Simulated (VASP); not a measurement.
A run of VASP 6.6.1 is set up as follows.

Contents of INCAR:

```
SYSTEM = Si4Cl
PREC = Accurate
ENCUT = 600
EDIFF = 1E-7
ISMEAR = 0
SIGMA = 0.1
LREAL = .FALSE.
LASPH = .TRUE.
NELM = 80
ALGO = Normal
ISIF = 3
LWAVE = .FALSE.
LCHARG = .FALSE.
GGA = PE
IBRION = 2
NSW = 100
EDIFFG = -0.01
```

KPOINTS

```
Automatic mesh
0
G
  12 12 6
  0 0 0
```

POSCAR

```
Si4Cl
1.0
    4.1941741110      0.0000000000      0.0000000000
   -2.0970870555      3.6322613280      0.0000000000
    0.0000000000      0.0000000000      7.3652752782
Si Cl
4 1
Direct
    0.3333333333      0.6666666667      0.0000000000
    0.6666666667      0.3333333333      0.0000000000
    0.0000000000      0.0000000000      0.8266112640
    0.0000000000      0.0000000000      0.1733887360
    0.0000000000      0.0000000000      0.5000000000
```

Potentials or basis: VASP PAW PBE potentials, release 64 (Si, Cl).

Run with:

```sh
$ cat potpaw_PBE.64/Si/POTCAR potpaw_PBE.64/Cl/POTCAR > POTCAR
$ mpirun -np 1 vasp_std > vasp.out
```

**Question.** Estimate the relaxed volume.

**Answer.** 22.39 Å³/atom.

**Question.** What does it give for the relaxed cell?

**Answer.** a = 4.166 Å, b = 4.166 Å, c = 7.446 Å, α = 90.00°, β = 90.00°, γ = 120.00°.

The path:
```csv
step,energy change (eV),largest force (eV/Å),pressure (GPa),volume (Å³)
1,0.0000,0.1023,0.05,112.21
2,-0.0043,0.1000,-0.07,112.32
3,-0.0064,0.0738,-0.20,112.45
4,-0.0071,0.0076,0.01,111.93
```

Caveat: an odd number of electrons without spin polarisation forces a metal; a magnetic or distorted state may lie lower.
